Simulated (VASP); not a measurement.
# BN (R3m) in VASP: a series of runs

The runs below take BN through single point, with PBE+D3(BJ).

Everything below comes from runs of VASP 6.6.1. Logs are shortened: lines on timing, memory, paths and dates and some standing lists are left out, and cuts for length are marked.

## (1) The cell of the first run

The structure is trigonal, space group R3m (No. 160). Conventional cell: a = 2.702 Å, b = 2.702 Å, c = 10.119 Å, α = 90.00°, β = 90.00°, γ = 120.00°. B (site symmetry 3m) has 3 N at 1.56 Å within 2.1 Å. N (site symmetry 3m) has 3 B at 1.56 Å within 2.1 Å.

## (2) Single point, PBE+D3(BJ) (strain +0.080 along x and y, +0.000 along z)

Input file INCAR:

```
SYSTEM = BN
ALGO = Normal
EDIFF = 1E-6
ENCUT = 520
GGA = PE
ISIF = 2
ISMEAR = 0
IVDW = 12
LASPH = .True.
LCHARG = .True.
LELF = .True.
LREAL = .False.
LVHAR = .True.
LWAVE = .False.
NBANDS = 11
NELM = 80
PREC = Accurate
SIGMA = 0.05
```

Input file KPOINTS:

```
k-points
0
Gamma
  12 12 12
  0 0 0
```

Input file POSCAR:

```
BN
1.0
    1.3512115259      0.7801223382      3.3729344033
   -1.3512115259      0.7801223382      3.3729344033
    0.0000000000     -1.5602446764      3.3729344033
B N
1 1
Direct
    0.9996712000      0.9996712000      0.9996712000
    0.3327618000      0.3327618000      0.3327618000
```

Potentials or basis: VASP PAW PBE potentials, release 64 (B, N).

The run is started by

```console
$ cat potpaw_PBE.64/B/POTCAR potpaw_PBE.64/N/POTCAR > POTCAR
$ mpirun -np 1 vasp_std > vasp.out
```

OUTCAR:

```text
SYSTEM = BN
   EDIFF = 1E-6
   ENCUT = 520
   GGA = PE
   ISIF = 2
   ISMEAR = 0
   IVDW = 12
   LASPH = .True.
   LREAL = .False.
   NELM = 80
   PREC = Accurate
 IVDW          = 12

 ion  position               nearest neighbor table
   1  1.000  1.000  1.000-   2 1.56   2 1.56   2 1.56
   2  0.333  0.333  0.333-   1 1.56   1 1.56   1 1.56

  LATTYP: Found a trigonal (rhomboedric) cell.
 ALAT       =     3.7163220984
 COS(alpha) =     0.7356069820

  Lattice vectors:

 A1 = (   1.3512115259,   0.7801223382,   3.3729344033)
 A2 = (  -1.3512115259,   0.7801223382,   3.3729344033)
 A3 = (   0.0000000000,  -1.5602446764,   3.3729344033)

Analysis of symmetry for initial positions (statically):
=====================================================================
 Subroutine PRICEL returns:
 Original cell was already a primitive cell.

 Routine SETGRP: Setting up the symmetry group for a
 trigonal (rhombohedral) supercell.

 Subroutine GETGRP returns: Found  6 space group operations
 (whereof  6 operations were pure point group operations)
 out of a pool of 12 trial point group operations.

The static configuration has the point symmetry C_3v.

Analysis of symmetry for dynamics (positions and initial velocities):
=====================================================================
 Subroutine PRICEL returns:
 Original cell was already a primitive cell.

 Routine SETGRP: Setting up the symmetry group for a
 trigonal (rhombohedral) supercell.

 Subroutine GETGRP returns: Found  6 space group operations
 (whereof  6 operations were pure point group operations)
 out of a pool of 12 trial point group operations.

The dynamic configuration has the point symmetry C_3v.

 Subroutine INISYM returns: Found  6 space group operations
 (whereof  6 operations are pure point group operations),
 and found     1 'primitive' translations

----------------------------------------------------------------------------------------

                                     Primitive cell

  volume of cell :      21.3327

  direct lattice vectors                    reciprocal lattice vectors
     1.351211526  0.780122338  3.372934403     0.370038288  0.213641705  0.098825916
    -1.351211526  0.780122338  3.372934403    -0.370038288  0.213641705  0.098825916
     0.000000000 -1.560244676  3.372934403     0.000000000 -0.427283411  0.098825916

  length of vectors
     3.716322098  3.716322098  3.716322098     0.438563194  0.438563194  0.438563194

  position of ions in fractional coordinates (direct lattice)
     0.999671200  0.999671200  0.999671200
     0.332761800  0.332761800  0.332761800

  ion indices of the primitive-cell ions
   primitive index   ion index
                 1           1
                 2           2

----------------------------------------------------------------------------------------

 KPOINTS: k-points

Automatic generation of k-mesh.
 Grid dimensions read from file:
 generate k-points for:   12   12   12

 Generating k-lattice:

  Cartesian coordinates                     Fractional coordinates (reciprocal lattice)
     0.030836524  0.017803475  0.008235493     0.083333333  0.000000000  0.000000000
    -0.030836524  0.017803475  0.008235493     0.000000000  0.083333333  0.000000000
     0.000000000 -0.035606951  0.008235493     0.000000000  0.000000000  0.083333333

  Length of vectors
     0.036546933  0.036546933  0.036546933

  Shift w.r.t. Gamma in fractional coordinates (k-lattice)
     0.000000000  0.000000000  0.000000000

 Subroutine IBZKPT returns following result:
 ===========================================

 Found    189 irreducible k-points:

 Following reciprocal coordinates:
            Coordinates               Weight
  0.000000  0.000000  0.000000      1.000000
  0.083333 -0.000000  0.000000      6.000000
  0.166667  0.000000  0.000000      6.000000
  0.250000  0.000000 -0.000000      6.000000
  0.333333 -0.000000 -0.000000      6.000000
  0.416667 -0.000000 -0.000000      6.000000
[... 16 lines left out ...]
  0.500000  0.166667 -0.000000     12.000000
 -0.416667  0.166667  0.000000     12.000000
 [... further k-points ...]
   k-points           NKPTS =    189   k-points in BZ     NKDIM =    189   number of bands    NBANDS=     11
   number of dos      NEDOS =    301   number of ions     NIONS =      2
   total plane-waves  NPLWV =  21952
   dimension x,y,z NGX =    28 NGY =   28 NGZ =   28
   dimension x,y,z NGXF=    56 NGYF=   56 NGZF=   56
   ions per type =               1   1
   NGX,Y,Z   is equivalent  to a cutoff of  12.53, 12.53, 12.53 a.u.
   NGXF,Y,Z  is equivalent  to a cutoff of  25.05, 25.05, 25.05 a.u.
 SYSTEM =  BN
   PREC   = accura    normal or accurate (medium, high low for compatibility)
   ISTART =      0    job   : 0-new  1-cont  2-samecut
   ICHARG =      2    charge: 1-file 2-atom 10-const
   ISPIN  =      1    spin polarized calculation?
   LNONCOLLINEAR =      F non collinear calculations
   LSORBIT =      F    spin-orbit coupling
   LASPH  =      T    aspherical Exc in radial PAW
   ENCUT  =  520.0 eV  38.22 Ry    6.18 a.u.   6.91  6.91  6.91*2*pi/ulx,y,z
   NELM   =     80;   NELMIN=  2; NELMDL= -5     # of ELM steps
   EDIFF  = 0.1E-05   stopping-criterion for ELM
   LREAL  =      F    real-space projection
   EDIFFG = 0.1E-04   stopping-criterion for IOM
   NSW    =      0    number of steps for IOM
   IBRION =     -1    ionic relax: 0-MD 1-quasi-New 2-CG
   NFREE  =      0    steps in history (QN), initial steepest desc. (CG)
   ISIF   =      2    stress and relaxation
   ISYM   =      2    0-nonsym 1-usesym 2-fastsym
   POTIM  = 0.5000    time-step for ionic-motion
   TEBEG  =    0.0;   TEEND  =   0.0 temperature during run
   PSTRESS=    0.0 pullay stress
   NELECT =       8.0000    total number of electrons
   NUPDOWN=      -1.0000    fix difference up-down
   EMIN   =  10.00;   EMAX   =-10.00  energy-range for DOS
   EFERMI =   0.00;   METHOD = LEGACY
   ISMEAR =     0;   SIGMA  =   0.05  broadening in eV -4-tet -1-fermi 0-gaus
   EFERMI_NEDOS =   21; number of points for ismear=-14 and -15
   IALGO  =     38    algorithm
   IMIX   =      4    mixing-type and parameters
     AMIX     =   0.40;   BMIX     =  1.00
     AMIX_MAG =   1.60;   BMIX_MAG =  1.00
  volume/ion in A,a.u.               =      10.67        71.98
  Fermi-wavevector in a.u.,A,eV,Ry     =   1.180565  2.230944 18.962886  1.393733
  Thomas-Fermi vector in A             =   2.316855
   LORBIT       =      0    0 simple, 1 ext, 2 COOP (PROOUT), +10 PAW based schemes
   GGA     = PE    functional components
   LHFCALC =     F    Hartree Fock is set to
   AEXX    =    0.0000 exact exchange contribution
   IVDW    =    12    specifies the selected vdW correction
   LEPSILON=     F    determine dielectric tensor
   LRPA    =     F    only Hartree local field effects (RPA)
 non-spin polarized calculation
 Gauss-broadening in eV      SIGMA  =   0.05
  energy-cutoff  :      520.00
  volume of cell :       21.33
 maximum number of plane-waves:       588
   NGX = 13   NGY = 13   NGZ = 13

 number of electron       7.9999999 magnetization

 Free energy of the ion-electron system (eV)
  ---------------------------------------------------
  ext. energy  EPLUGINS =         0.00000000
  ---------------------------------------------------
  free energy    TOTEN  =       -17.01587546 eV

  energy without entropy =      -17.01587546  energy(sigma->0) =      -17.01587546

 E-fermi :   1.4917     XC(G=0):  -9.5153

 val. band max:        1.2435318546   @ k =  -0.3333   0.2500   0.0000
 cond. band min:       5.0372827479   @ k =   0.5000   0.5000   0.0000
 fundamental gap:      3.7937508933
 Fermi energy:         1.4916986107

 k-point     1 :       0.0000    0.0000    0.0000
  band No.  band energies     occupation
      1     -15.2625      2.00000
      2      -1.7967      2.00000
      3      -0.2631      2.00000
      4      -0.2631      2.00000
      5       6.0370      0.00000
      6      11.0917      0.00000
      7      11.0917      0.00000
      8      11.8510      0.00000
      9      12.6296      0.00000
     10      23.6704      0.00000
     11      26.8555      0.00000

 k-point     2 :       0.0833   -0.0000    0.0000
  band No.  band energies     occupation
      1     -15.1469      2.00000
      2      -1.6848      2.00000
      3      -0.7929      2.00000
      4      -0.4633      2.00000
      5       6.3416      0.00000
      6      11.0233      0.00000
      7      11.5017      0.00000
      8      11.5587      0.00000
      9      12.9893      0.00000
     10      23.9583      0.00000
     11      24.8409      0.00000

 k-point     3 :       0.1667    0.0000    0.0000
  band No.  band energies     occupation
      1     -14.8082      2.00000
      2      -2.0889      2.00000
      3      -1.3433      2.00000
      4      -0.9560      2.00000
      5       7.0443      0.00000
      6      10.5290      0.00000
      7      10.9425      0.00000
      8      12.8302      0.00000
      9      13.9319      0.00000
     10      22.1895      0.00000
     11      23.8502      0.00000

 k-point     4 :       0.2500    0.0000   -0.0000
  band No.  band energies     occupation
      1     -14.2758      2.00000
      2      -3.6614      2.00000
      3      -1.5347      2.00000
      4      -0.8105      2.00000
      5       7.7630      0.00000
      6       9.3262      0.00000
      7      10.9725      0.00000
      8      14.6223      0.00000
      9      15.1476      0.00000
     10      20.2047      0.00000
     11      22.4541      0.00000
[... 239 lines left out ...]
 k-point    22 :       0.4167    0.1667    0.0000
  band No.  band energies     occupation
      1     -13.3234      2.00000
      2      -5.1720      2.00000
      3      -3.0984      2.00000
      4      -0.1542      2.00000
      5       7.1269      0.00000
      6      10.4244      0.00000
      7      12.3198      0.00000
      8      14.3819      0.00000
      9      16.9751      0.00000
     10      18.7685      0.00000
     11      21.6357      0.00000

 k-point    23 :       0.5000    0.1667   -0.0000
  band No.  band energies     occupation
      1     -12.7631      2.00000
      2      -6.1316      2.00000
      3      -3.5488      2.00000
      4       0.5649      2.00000
      5       6.2364      0.00000
      6      10.7080      0.00000
      7      13.0479      0.00000
      8      14.8387      0.00000
      9      17.0266      0.00000
     10      18.7896      0.00000
     11      21.1073      0.00000

 k-point    24 :      -0.4167    0.1667    0.0000
  band No.  band energies     occupation
      1     -12.5328      2.00000
      2      -6.5133      2.00000
      3      -3.7000      2.00000
      4       1.0369      2.00000
      5       5.7970      0.00000
      6      10.6268      0.00000
      7      13.3533      0.00000
      8      14.5754      0.00000
      9      17.1947      0.00000
     10      18.8905      0.00000
     11      21.1853      0.00000

 [... further k-points ...]

------------------------ aborting loop because EDIFF is reached ----------------------------------------

 Edisp (eV)   -0.23786

 E8    (eV) :    -0.0697

  FORCE on cell =-STRESS in cart. coord.  units (eV):
  Direction    XX          YY          ZZ          XY          YZ          ZX
  --------------------------------------------------------------------------------------
  -------------------------------------------------------------------------------------
  Total      -7.58464    -7.58464    -0.04896     0.00000     0.00000     0.00000
  in kB    -569.64004  -569.64004    -3.67706     0.00000     0.00000     0.00000
  external pressure =     -380.99 kB  Pullay stress =        0.00 kB

 VOLUME and BASIS-vectors are now :
 -----------------------------------------------------------------------------
  energy-cutoff  :      520.00
  volume of cell :       21.33
      direct lattice vectors                 reciprocal lattice vectors
     1.351211526  0.780122338  3.372934403     0.370038288  0.213641705  0.098825916
    -1.351211526  0.780122338  3.372934403    -0.370038288  0.213641705  0.098825916
     0.000000000 -1.560244676  3.372934403     0.000000000 -0.427283411  0.098825916

 POSITION                                       TOTAL-FORCE (eV/Angst)
 -----------------------------------------------------------------------------------
      0.00000      0.00000     10.11548         0.000000      0.000000      0.015561
      0.00000      0.00000      3.36715         0.000000     -0.000000     -0.015561
 -----------------------------------------------------------------------------------
    total drift:                               -0.000000     -0.000000     -0.000037

  FREE ENERGIE OF THE ION-ELECTRON SYSTEM (eV)
  ---------------------------------------------------
  free  energy   TOTEN  =       -17.2537311123 eV

  energy  without entropy=      -17.2537311123  energy(sigma->0) =      -17.25373111
```

Wall time 69 s (1 thread of Intel Xeon Platinum 8259CL at 2.50GHz (Skylake/Cascade Lake), shared host); peak memory 0.19 GiB.

Results:

```
Free energy                : -17.2537 eV
Pressure                   : -38.1 GPa
Largest force              : 0.016 eV/Å
Band gap on the k mesh     : 3.79 eV, indirect (least direct gap 4.11 eV)
Dispersion energy per atom : -0.119 eV
```

Forces in eV/Å, atoms in the order of the input:
```
B    0.000  0.000  0.016
N    0.000  0.000 -0.016
```

Caveat: the cell differs from its parent crystal (strain +0.080 along x and y, +0.000 along z). A k mesh can miss the band edges.

## (3) Single point, PBE+D3(BJ) (strain +0.040 along x and y, +0.080 along z)

Input file INCAR:

```
PREC = Accurate
ENCUT = 520
EDIFF = 1E-6
ISMEAR = 0
SIGMA = 0.05
LREAL = F
LASPH = T
NELM = 100
ALGO = Normal
ISIF = 2
LWAVE = F
LCHARG = F
GGA = PE
IVDW = 12
NBANDS = 11
```

Input file KPOINTS:

```
regular mesh
0
Gamma
  12 12 12
```

Input file POSCAR:

```
BN
1.0
    1.3011666545      0.7512289182      3.6427691556
   -1.3011666545      0.7512289182      3.6427691556
    0.0000000000     -1.5024578365      3.6427691556
B N
1 1
Direct
    0.9996712000      0.9996712000      0.9996712000
    0.3327618000      0.3327618000      0.3327618000
```

Potentials or basis: VASP PAW PBE potentials, release 64 (B, N).

The run is started by

```console
$ cat potpaw_PBE.64/B/POTCAR potpaw_PBE.64/N/POTCAR > POTCAR
$ mpirun -np 1 vasp_std > vasp.out
```

It took 78 s on 1 thread of Intel Xeon Platinum 8259CL at 2.50GHz (Skylake/Cascade Lake), shared host; peak memory 0.2 GiB.

The run converged. Its results:

* Free energy: -17.6906 eV
* Pressure: -21.1 GPa
* Largest force: 0.020 eV/Å
* Band gap on the k mesh: 4.18 eV, indirect (least direct gap 4.39 eV)
* Dispersion energy per atom: -0.117 eV

Forces in eV/Å, atoms in the order of the input:
```
B    0.000  0.000 -0.020
N    0.000  0.000  0.020
```

Stress tensor (GPa, compression positive):
```
-30.99   0.00   0.00
  0.00 -30.99   0.00
  0.00   0.00  -1.43
```

Levels at points of the mesh, in eV from the valence-band top:
```csv
k point,band 1,band 2,band 3,band 4,band 5,band 6,band 7,band 8
"(0.00, 0.00, 0.00)",-17.06,-3.94,-1.43,-1.43,4.76,10.70,10.70,11.67
"(0.50, 0.00, 0.00)",-14.25,-8.46,-3.92,-0.60,4.90,8.68,12.21,13.90
"(0.50, 0.50, 0.00)",-14.22,-8.39,-3.96,-0.98,4.18,8.72,13.18,15.87
"(0.50, 0.50, 0.50)",-16.91,-5.31,-1.44,-1.44,8.96,9.96,10.65,10.65
```

Caveat: the cell differs from its parent crystal (strain +0.040 along x and y, +0.080 along z). A k mesh can miss the band edges.

## (4) Single point, PBE+D3(BJ) (strain +0.080 along x and y, +0.040 along z)

Input file INCAR:

```
SYSTEM = BN
PREC = Accurate
ENCUT = 520
EDIFF = 1E-6
ISMEAR = 0
SIGMA = 0.05
LREAL = .False.
LASPH = .True.
NELM = 100
ALGO = Normal
ISIF = 2
LWAVE = .False.
LCHARG = .False.
GGA = PE
IVDW = 12
NBANDS = 11
```

Input file KPOINTS:

```
Automatic mesh
0
Gamma
  12 12 12
  0 0 0
```

Input file POSCAR:

```
BN
1.0
    1.3512115259      0.7801223382      3.5078517794
   -1.3512115259      0.7801223382      3.5078517794
    0.0000000000     -1.5602446764      3.5078517794
B N
1 1
Direct
    0.9996712000      0.9996712000      0.9996712000
    0.3327618000      0.3327618000      0.3327618000
```

The run is started by

```console
$ cat potpaw_PBE.64/B/POTCAR potpaw_PBE.64/N/POTCAR > POTCAR
$ mpirun -np 1 vasp_std > vasp.out
```

Run time: 76 s. Hardware: 1 thread of Intel Xeon Platinum 8259CL at 2.50GHz (Skylake/Cascade Lake), shared host; peak memory 0.2 GiB.

Results (log left out):

* Free energy: -17.2508 eV
* Pressure: -36.8 GPa
* Band gap on the k mesh: 3.88 eV, indirect (least direct gap 4.10 eV)
* Dispersion energy per atom: -0.113 eV

Forces on the atoms (eV/Å):
```
B    0.000  0.000 -0.003
N    0.000  0.000  0.003
```

Stress tensor (GPa, compression positive):
```
-54.75   0.00   0.00
  0.00 -54.75   0.00
  0.00   0.00  -0.92
```

Levels at points of the mesh, in eV from the valence-band top:
```csv
k point,band 2,band 3,band 4,band 5,band 6,band 7
"(0.00, 0.00, 0.00)",-3.23,-1.50,-1.50,4.68,9.85,9.85
"(0.50, 0.00, 0.00)",-8.05,-3.73,-0.44,4.69,7.68,11.80
"(0.50, 0.50, 0.00)",-7.94,-3.78,-0.93,3.88,7.61,12.82
"(0.50, 0.50, 0.50)",-4.95,-1.52,-1.52,8.41,8.80,9.79
```

Caveat: the cell differs from its parent crystal (strain +0.080 along x and y, +0.040 along z). A k mesh can miss the band edges.

[end of part 1 of 2]
